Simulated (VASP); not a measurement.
# ZnCd2Te2 in VASP: notebook

ZnCd2Te2 is run at these levels: PBE; tasks: single point, relaxation of the atoms.

All numbers are computed with VASP 6.6.1; they aren't measurements. Logs are shortened: lines on timing, memory, paths and dates and some standing lists are left out, and cuts for length are marked.

## (1) The cell of the first run

The cell holds a slab with vacuum, 5 atoms: a = 4.679 Å, b = 4.679 Å, c = 20.081 Å, α = 90.00°, β = 90.00°, γ = 120.00°.

## (2) Single point, PBE

INCAR

```
SYSTEM = ZnCd2Te2
  PREC = Accurate
  ENCUT = 520
  EDIFF = 1E-6
  ISMEAR = 0
  SIGMA = 0.05
  LREAL = .FALSE.
  LASPH = .TRUE.
  NELM = 100
  ALGO = Normal
  ISIF = 2
  LWAVE = .FALSE.
  LCHARG = .FALSE.
  LDIPOL = .TRUE.
  IDIPOL = 3
  DIPOL = 0.5 0.5 0.370
  GGA = PE
  NBANDS = 32
```

KPOINTS

```
Automatic mesh
0
G
  6 6 1
  0 0 0
```

POSCAR

```
ZnCd2Te2
1.0
    4.6794578583      0.0000000000      0.0000000000
   -2.3397289292      4.0525293813      0.0000000000
    0.0000000000      0.0000000000     20.0807280860
Te Cd Zn
2 2 1
Direct
    0.0000000000      0.0000000000      0.1991959646
    0.3333333333      0.6666666667      0.4037116126
    0.3333333333      0.6666666667      0.2467634796
    0.6666666667      0.3333333334      0.4273116019
    0.8888888889      0.4444444444      0.5717970300
```

Potentials or basis: VASP PAW PBE potentials, release 64 (Te, Cd, Zn).

Launch:

```bash
$ cat potpaw_PBE.64/Te/POTCAR potpaw_PBE.64/Cd/POTCAR potpaw_PBE.64/Zn/POTCAR > POTCAR
$ mpirun -np 1 vasp_std > vasp.out
```

OUTCAR:

```text
SYSTEM = ZnCd2Te2
   PREC = Accurate
   ENCUT = 520
   EDIFF = 1E-6
   ISMEAR = 0
   LREAL = .FALSE.
   LASPH = .TRUE.
   NELM = 100
   ISIF = 2
   GGA = PE

 ion  position               nearest neighbor table
   1  0.000  0.000  0.199-   3 2.87   3 2.87   3 2.87
   2  0.333  0.667  0.404-   4 2.74   4 2.74   4 2.74   3 3.15
   3  0.333  0.667  0.247-   1 2.87   1 2.87   1 2.87   2 3.15
   4  0.667  0.333  0.427-   2 2.74   2 2.74   2 2.74   5 3.04
   5  0.889  0.444  0.572-   4 3.04

  LATTYP: Found a hexagonal cell.
 ALAT       =     4.6794578583
 C/A-ratio  =     4.2912509727

  Lattice vectors:

 A1 = (   4.6794578583,   0.0000000000,   0.0000000000)
 A2 = (  -2.3397289292,   4.0525293813,   0.0000000000)
 A3 = (   0.0000000000,   0.0000000000,  20.0807280860)

Analysis of symmetry for initial positions (statically):
=====================================================================
 Subroutine PRICEL returns:
 Original cell was already a primitive cell.

 Routine SETGRP: Setting up the symmetry group for a
 hexagonal supercell.

 Subroutine GETGRP returns: Found  2 space group operations
 (whereof  2 operations were pure point group operations)
 out of a pool of 24 trial point group operations.

The static configuration has the point symmetry C_1h.

Analysis of symmetry for dynamics (positions and initial velocities):
=====================================================================
 Subroutine PRICEL returns:
 Original cell was already a primitive cell.

 Routine SETGRP: Setting up the symmetry group for a
 hexagonal supercell.

 Subroutine GETGRP returns: Found  2 space group operations
 (whereof  2 operations were pure point group operations)
 out of a pool of 24 trial point group operations.

The dynamic configuration has the point symmetry C_1h.

 Subroutine INISYM returns: Found  2 space group operations
 (whereof  2 operations are pure point group operations),
 and found     1 'primitive' translations

----------------------------------------------------------------------------------------

                                     Primitive cell

  volume of cell :     380.8037

  direct lattice vectors                    reciprocal lattice vectors
     4.679457858  0.000000000  0.000000000     0.213699969  0.123379735  0.000000000
    -2.339728929  4.052529381  0.000000000     0.000000000  0.246759469  0.000000000
     0.000000000  0.000000000 20.080728086     0.000000000  0.000000000  0.049798991

  length of vectors
     4.679457858  4.679457858 20.080728086     0.246759469  0.246759469  0.049798991

  position of ions in fractional coordinates (direct lattice)
     0.000000000  0.000000000  0.199195965
     0.333333333  0.666666667  0.403711613
     0.333333333  0.666666667  0.246763480
     0.666666667  0.333333333  0.427311602
     0.888888889  0.444444444  0.571797030

  ion indices of the primitive-cell ions
   primitive index   ion index
                 1           1
                 2           2
                 3           3
                 4           4
                 5           5

----------------------------------------------------------------------------------------

 KPOINTS: Automatic mesh

Automatic generation of k-mesh.
 Grid dimensions read from file:
 generate k-points for:    6    6    1

 Generating k-lattice:

  Cartesian coordinates                     Fractional coordinates (reciprocal lattice)
     0.035616662  0.020563289  0.000000000     0.166666667  0.000000000  0.000000000
     0.000000000  0.041126578  0.000000000     0.000000000  0.166666667  0.000000000
     0.000000000  0.000000000  0.049798991     0.000000000  0.000000000  1.000000000

  Length of vectors
     0.041126578  0.041126578  0.049798991

  Shift w.r.t. Gamma in fractional coordinates (k-lattice)
     0.000000000  0.000000000  0.000000000

 Subroutine IBZKPT returns following result:
 ===========================================

 Found     13 irreducible k-points:

 Following reciprocal coordinates:
            Coordinates               Weight
  0.000000  0.000000  0.000000      1.000000
  0.166667  0.000000  0.000000      2.000000
  0.000000  0.166667  0.000000      4.000000
  0.333333  0.000000  0.000000      2.000000
  0.000000  0.333333  0.000000      4.000000
  0.500000  0.000000  0.000000      1.000000
  0.000000  0.500000  0.000000      2.000000
  0.166667  0.166667  0.000000      4.000000
 -0.166667  0.333333  0.000000      2.000000
  0.333333  0.166667  0.000000      4.000000
 -0.166667  0.500000  0.000000      4.000000
  0.500000  0.333333  0.000000      4.000000
  0.333333  0.333333  0.000000      2.000000
   k-points           NKPTS =     13   k-points in BZ     NKDIM =     13   number of bands    NBANDS=     32
   number of dos      NEDOS =    301   number of ions     NIONS =      5
   total plane-waves  NPLWV = 194400
   dimension x,y,z NGX =    36 NGY =   36 NGZ =  150
   dimension x,y,z NGXF=    72 NGYF=   72 NGZF=  300
   ions per type =               2   2   1
   NGX,Y,Z   is equivalent  to a cutoff of  12.79, 12.79, 12.42 a.u.
   NGXF,Y,Z  is equivalent  to a cutoff of  25.58, 25.58, 24.84 a.u.
 SYSTEM =  ZnCd2Te2
   PREC   = accura    normal or accurate (medium, high low for compatibility)
   ISTART =      0    job   : 0-new  1-cont  2-samecut
   ICHARG =      2    charge: 1-file 2-atom 10-const
   ISPIN  =      1    spin polarized calculation?
   LNONCOLLINEAR =      F non collinear calculations
   LSORBIT =      F    spin-orbit coupling
   LASPH  =      T    aspherical Exc in radial PAW
   ENCUT  =  520.0 eV  38.22 Ry    6.18 a.u.   8.70  8.70 37.34*2*pi/ulx,y,z
   NELM   =    100;   NELMIN=  2; NELMDL= -5     # of ELM steps
   EDIFF  = 0.1E-05   stopping-criterion for ELM
   LREAL  =      F    real-space projection
   EDIFFG = 0.1E-04   stopping-criterion for IOM
   NSW    =      0    number of steps for IOM
   IBRION =     -1    ionic relax: 0-MD 1-quasi-New 2-CG
   NFREE  =      0    steps in history (QN), initial steepest desc. (CG)
   ISIF   =      2    stress and relaxation
   ISYM   =      2    0-nonsym 1-usesym 2-fastsym
   POTIM  = 0.5000    time-step for ionic-motion
   TEBEG  =    0.0;   TEEND  =   0.0 temperature during run
   PSTRESS=    0.0 pullay stress
   NELECT =      48.0000    total number of electrons
[... 42 lines left out ...]
 cond. band min:      -1.4037391030   @ k =   0.0000   0.0000   0.0000
 fundamental gap:      0.0000487922
 Fermi energy:        -1.4037634991

 k-point     1 :       0.0000    0.0000    0.0000
  band No.  band energies     occupation
      1     -13.7091      2.00000
      2     -11.5840      2.00000
      3     -11.1952      2.00000
      4     -11.1925      2.00000
      5     -10.9136      2.00000
      6     -10.8958      2.00000
[... 24 lines left out ...]
     31       2.6488      0.00000
     32       3.3174      0.00000

 k-point     2 :       0.1667    0.0000    0.0000
  band No.  band energies     occupation
      1     -13.6357      2.00000
      2     -11.5281      2.00000
      3     -11.1626      2.00000
      4     -11.1579      2.00000
      5     -10.9265      2.00000
      6     -10.8967      2.00000
[... 24 lines left out ...]
     31       2.4046      0.00000
     32       3.1012      0.00000

 k-point     3 :       0.0000    0.1667    0.0000
  band No.  band energies     occupation
      1     -13.6360      2.00000
      2     -11.5281      2.00000
      3     -11.1614      2.00000
      4     -11.1580      2.00000
      5     -10.9205      2.00000
      6     -10.9037      2.00000
[... 24 lines left out ...]
     31       2.5344      0.00000
     32       2.9719      0.00000

 k-point     4 :       0.3333    0.0000    0.0000
  band No.  band energies     occupation
      1     -13.4894      2.00000
      2     -11.4204      2.00000
      3     -11.0961      2.00000
      4     -11.0742      2.00000
      5     -10.9435      2.00000
      6     -10.8971      2.00000
[... 24 lines left out ...]
     31       2.8323      0.00000
     32       3.4560      0.00000

 k-point     5 :       0.0000    0.3333    0.0000
  band No.  band energies     occupation
      1     -13.4906      2.00000
      2     -11.4204      2.00000
      3     -11.0939      2.00000
      4     -11.0676      2.00000
      5     -10.9422      2.00000
      6     -10.9060      2.00000
[... 24 lines left out ...]
     31       2.8048      0.00000
     32       3.4316      0.00000

 k-point     6 :       0.5000    0.0000    0.0000
  band No.  band energies     occupation
      1     -13.4176      2.00000
      2     -11.3694      2.00000
      3     -11.0627      2.00000
      4     -11.0381      2.00000
      5     -10.9416      2.00000
      6     -10.8959      2.00000
[... 24 lines left out ...]
     31       3.0158      0.00000
     32       3.6283      0.00000

 k-point     7 :       0.0000    0.5000    0.0000
  band No.  band energies     occupation
      1     -13.4193      2.00000
      2     -11.3694      2.00000
      3     -11.0604      2.00000
      4     -11.0198      2.00000
      5     -10.9518      2.00000
      6     -10.9039      2.00000
[... 24 lines left out ...]
     31       2.9567      0.00000
     32       3.6398      0.00000

 k-point     8 :       0.1667    0.1667    0.0000
  band No.  band energies     occupation
      1     -13.5262      2.00000
      2     -11.4468      2.00000
      3     -11.1225      2.00000
      4     -11.0859      2.00000
      5     -10.9404      2.00000
      6     -10.9005      2.00000
[... 24 lines left out ...]
     31       2.4693      0.00000
     32       3.1855      0.00000

 k-point     9 :      -0.1667    0.3333    0.0000
  band No.  band energies     occupation
      1     -13.5270      2.00000
      2     -11.4468      2.00000
      3     -11.1244      2.00000
      4     -11.0795      2.00000
      5     -10.9274      2.00000
      6     -10.9173      2.00000
[... 24 lines left out ...]
     31       2.6477      0.00000
     32       3.1281      0.00000

 k-point    10 :       0.3333    0.1667    0.0000
  band No.  band energies     occupation
      1     -13.4183      2.00000
      2     -11.3698      2.00000
      3     -11.0695      2.00000
      4     -11.0343      2.00000
      5     -10.9459      2.00000
      6     -10.9025      2.00000
[... 24 lines left out ...]
     31       3.2023      0.00000
     32       3.5823      0.00000

 k-point    11 :      -0.1667    0.5000    0.0000
  band No.  band energies     occupation
      1     -13.4195      2.00000
      2     -11.3698      2.00000
      3     -11.0706      2.00000
      4     -11.0192      2.00000
      5     -10.9454      2.00000
      6     -10.9155      2.00000
[... 24 lines left out ...]
     31       3.2027      0.00000
     32       3.3612      0.00000

 k-point    12 :       0.5000    0.3333    0.0000
  band No.  band energies     occupation
      1     -13.4191      2.00000
      2     -11.3698      2.00000
      3     -11.0675      2.00000
      4     -11.0265      2.00000
      5     -10.9512      2.00000
      6     -10.9060      2.00000
[... 24 lines left out ...]
     31       3.2292      0.00000
     32       3.5516      0.00000

 k-point    13 :       0.3333    0.3333    0.0000
  band No.  band energies     occupation
      1     -13.3842      2.00000
      2     -11.3457      2.00000
      3     -11.0436      2.00000
      4     -11.0256      2.00000
      5     -10.9470      2.00000
      6     -10.9170      2.00000
[... 24 lines left out ...]
     31       3.2215      0.00000
     32       3.8993      0.00000

------------------------ aborting loop because EDIFF is reached ----------------------------------------

 vacuum level on the upper side and lower side of the slab       (xc-potential included)        -1.232         1.218

  FORCE on cell =-STRESS in cart. coord.  units (eV):
  Direction    XX          YY          ZZ          XY          YZ          ZX
  --------------------------------------------------------------------------------------
  -------------------------------------------------------------------------------------
  Total        0.5476111      0.4099999     -0.4000703      0.1191749     -0.1802455     -0.3121945
  in kB        2.3039958      1.7250160     -1.6832386      0.5014112     -0.7583572     -1.3135141
  external PRESSURE =       0.7819244 kB  Pullay stress =       0.0000000 kB

 VOLUME and BASIS-vectors are now :
 -----------------------------------------------------------------------------
  energy-cutoff  :      520.00
  volume of cell :      380.80
      direct lattice vectors                 reciprocal lattice vectors
     4.679457858  0.000000000  0.000000000     0.213699969  0.123379735  0.000000000
    -2.339728929  4.052529381  0.000000000     0.000000000  0.246759469  0.000000000
     0.000000000  0.000000000 20.080728086     0.000000000  0.000000000  0.049798991

 POSITION                                       TOTAL-FORCE (eV/Angst)
 -----------------------------------------------------------------------------------
      0.00000      0.00000      4.00000         0.010569      0.006102      0.432960
     -0.00000      2.70169      8.10682         0.091253      0.052685     -0.249015
     -0.00000      2.70169      4.95519         0.000146      0.000084     -0.414191
      2.33973      1.35084      8.58073        -0.026341     -0.015208      0.246495
      3.11964      1.80112     11.48210        -0.075626     -0.043663     -0.016249
 -----------------------------------------------------------------------------------
    total drift:                               -0.000298     -0.000173      0.000490

  FREE ENERGIE OF THE ION-ELECTRON SYSTEM (eV)
  ---------------------------------------------------
  free  energy   TOTEN  =        -8.8963509255 eV

  energy  without entropy=       -8.8947837326  energy(sigma->0) =       -8.89556733

 vacuum level on the upper side and lower side of the slab         1.716         4.310
```

It took 3 min on 1 thread of Intel Xeon 6975P-C (Granite Rapids), shared host; peak memory 0.52 GiB.

Results:

| Item | Value |
| --- | --- |
| Free energy | -8.8964 eV |
| Largest force | 0.433 eV/Å |
| Band gap on the k mesh | zero (filled and empty bands touch) |

Forces on the atoms (eV/Å):
```
Te   0.011  0.006  0.433
Te   0.091  0.053 -0.249
Cd   0.000  0.000 -0.414
Cd  -0.026 -0.015  0.246
Zn  -0.076 -0.044 -0.016
```

Caveat: spin-orbit coupling is left out, which moves the levels of the heavy elements.

## (3) Relaxation of the atoms, PBE

INCAR

```
PREC     = Accurate       # precision mode
ENCUT    = 520            # plane-wave cutoff, eV
EDIFF    = 1E-6           # SCF threshold, eV
ISMEAR   = 0              # smearing method
SIGMA    = 0.05           # smearing width, eV
LREAL    = F              # projectors in reciprocal space
LASPH    = T              # aspherical terms in the spheres
NELM     = 80             # most SCF steps
ALGO     = Normal         # electronic algorithm
ISIF     = 2              # what is computed and relaxed
LWAVE    = F              # write WAVECAR
LCHARG   = F              # write CHGCAR
LDIPOL   = T            
IDIPOL   = 3            
DIPOL    = 0.5 0.5 0.370
GGA      = PE             # functional
IBRION   = 2              # ionic algorithm
NSW      = 36             # ionic steps
EDIFFG   = -0.025         # ionic threshold
```

KPOINTS

```
regular mesh
0
Gamma
  6 6 1
```

POSCAR

```
ZnCd2Te2
1.0
    4.6794578583      0.0000000000      0.0000000000
   -2.3397289292      4.0525293813      0.0000000000
    0.0000000000      0.0000000000     20.0807280860
Te Cd Zn
2 2 1
Selective dynamics
Direct
    0.0000000000      0.0000000000      0.1991959646  F F F
    0.3333333333      0.6666666667      0.4037116126  F F F
    0.3333333333      0.6666666667      0.2467634796  F F F
    0.6666666667      0.3333333333      0.4273116019  F F F
    0.8888888889      0.4444444444      0.5717970300  F F T
```

Potentials or basis: VASP PAW PBE potentials, release 64 (Te, Cd, Zn).

Launch:

```bash
$ cat potpaw_PBE.64/Te/POTCAR potpaw_PBE.64/Cd/POTCAR potpaw_PBE.64/Zn/POTCAR > POTCAR
$ mpirun -np 1 vasp_std > vasp.out
```

Wall time 2.6 min (1 thread of Intel Xeon Platinum 8488C (Sapphire Rapids), shared host); peak memory 0.53 GiB.

The run converged. Its results:

* Free energy: -8.8964 eV
* Band gap on the k mesh: zero (filled and empty bands touch)

Final structure:
```xyz
5
Lattice="4.6795 0.0000 0.0000 -2.3397 4.0525 0.0000 0.0000 0.0000 20.0807" Properties=species:S:1:pos:R:3 pbc="T T T"
Te    0.0000    0.0000    4.0000
Te    0.0000    2.7017    8.1068
Cd    0.0000    2.7017    4.9552
Cd    2.3397    1.3508    8.5807
Zn    3.1196    1.8011   11.4821
```

Levels at points of the mesh, in eV from the Fermi level:
```
           k point  band 21  band 22  band 23  band 24  band 25  band 26  band 27  band 28
(0.00, 0.00, 0.00)    -1.87    -1.35    -0.35     0.00     0.00     1.35     1.86     3.23
(0.50, 0.00, 0.00)    -2.80    -2.36    -0.88    -0.74     0.42     1.29     1.49     2.47
(0.00, 0.50, 0.00)    -2.87    -2.06    -0.88    -0.69     0.50     0.74     1.87     2.55
```

Caveat: the relaxation stopped at its first step, so nothing moved; spin-orbit coupling is left out, which moves the levels of the heavy elements.

## (4) Relaxation of the atoms, PBE

INCAR

```
SYSTEM = ZnCd2Te2
  PREC = Accurate
  ENCUT = 520
  EDIFF = 1E-6
  ISMEAR = 0
  SIGMA = 0.05
  LREAL = .FALSE.
  LASPH = .TRUE.
  NELM = 80
  ALGO = Fast
  ISIF = 2
  LWAVE = .FALSE.
  LCHARG = .FALSE.
  LDIPOL = .TRUE.
  IDIPOL = 3
  DIPOL = 0.5 0.5 0.363
  GGA = PE
  IBRION = 2
  NSW = 36
  EDIFFG = -0.025
```

KPOINTS

```
regular mesh
0
G
  6 6 1
  0 0 0
```

POSCAR, as its differences from that of step 3:

```diff
@@ -13,2 +13,2 @@
     0.6666666667      0.3333333333      0.4273116019  F F F
-    0.8888888889      0.4444444444      0.5717970300  F F T
+    1.1111111111      1.2222222222      0.5378653622  F F T
```

Launch:

```bash
$ cat potpaw_PBE.64/Te/POTCAR potpaw_PBE.64/Cd/POTCAR potpaw_PBE.64/Zn/POTCAR > POTCAR
$ mpirun -np 1 vasp_std > vasp.out
```

It took 17 min on 1 thread of Oxide Virtual Turin-like, shared host; peak memory 0.56 GiB.

The run converged. Its results:

| Quantity | Value |
| --- | --- |
| Free energy | -8.8206 eV |
| Energy gained by relaxing | 19.4 meV/atom |
| Ionic steps | 6 |
| Band gap on the k mesh | zero (filled and empty bands touch) |

Step by step:
```csv
step,energy change (eV),largest force on free atoms (eV/Å),pressure (GPa)
1,0.0000,0.3495,0.26
2,-0.0058,0.3328,0.25
3,-0.0217,0.2899,0.22
4,-0.0475,0.2208,0.18
5,-0.0800,0.1098,0.10
6,-0.0969,0.0059,0.02
```

Final structure:
```cif
data_structure
_symmetry_space_group_name_H-M 'P 1'
_symmetry_Int_Tables_number 1
_cell_length_a 4.6795
_cell_length_b 4.6795
_cell_length_c 20.0807
_cell_angle_alpha 90.000
_cell_angle_beta 90.000
_cell_angle_gamma 120.000
_cell_volume 380.80
loop_
_atom_site_label
_atom_site_type_symbol
_atom_site_fract_x
_atom_site_fract_y
_atom_site_fract_z
_atom_site_occupancy
Te1 Te 0.00000 0.00000 0.19920 1
Te2 Te 0.33333 0.66667 0.40371 1
Cd1 Cd 0.33333 0.66667 0.24676 1
Cd2 Cd 0.66667 0.33333 0.42731 1
Zn1 Zn 0.11111 0.22222 0.57649 1
```

Levels at points of the mesh, in eV from the Fermi level:
| k point | band 21 | band 22 | band 23 | band 24 | band 25 | band 26 | band 27 | band 28 |
| --- | --- | --- | --- | --- | --- | --- | --- | --- |
| (0.00, 0.00, 0.00) | -1.85 | -1.33 | -0.29 | 0.00 | 0.00 | 1.43 | 2.05 | 3.34 |
| (0.50, 0.00, 0.00) | -2.65 | -1.94 | -0.88 | -0.76 | 0.37 | 1.20 | 2.23 | 2.45 |
| (0.00, 0.50, 0.00) | -2.55 | -2.15 | -0.88 | -0.71 | 0.75 | 1.33 | 1.61 | 2.55 |

Caveat: spin-orbit coupling is left out, which moves the levels of the heavy elements.

## (5) Summary

```csv
task,cell,atoms held fixed (from 0),gap on the mesh (eV)
single point,"a = 4.679, b = 4.679, c = 20.081 Å, angles 90.0, 90.0, 120.0°, 5 atoms, atomic positions A",-,none
relaxation of the atoms,"atoms relaxed from a = 4.679, b = 4.679, c = 20.081 Å, angles 90.0, 90.0, 120.0°, 5 atoms, atomic positions A","[0, 2, 1, 3, 4]",none
relaxation of the atoms,"atoms relaxed from a = 4.679, b = 4.679, c = 20.081 Å, angles 90.0, 90.0, 120.0°, 5 atoms, atomic positions B","[0, 2, 1, 3, 4]",none
```

Alike in all rows: level PBE; potentials or basis VASP PAW PBE potentials, release 64 (Te, Cd, Zn); no spin polarisation; k mesh 6 × 6 × 1; cutoff (eV) 520; smearing gaussian 0.05 eV.

Caveats: spin-orbit coupling is left out, which moves the levels of the heavy elements; the relaxation stopped at its first step, so nothing moved (at least some runs).

Absolute energies hang on the potentials; compare differences alone.
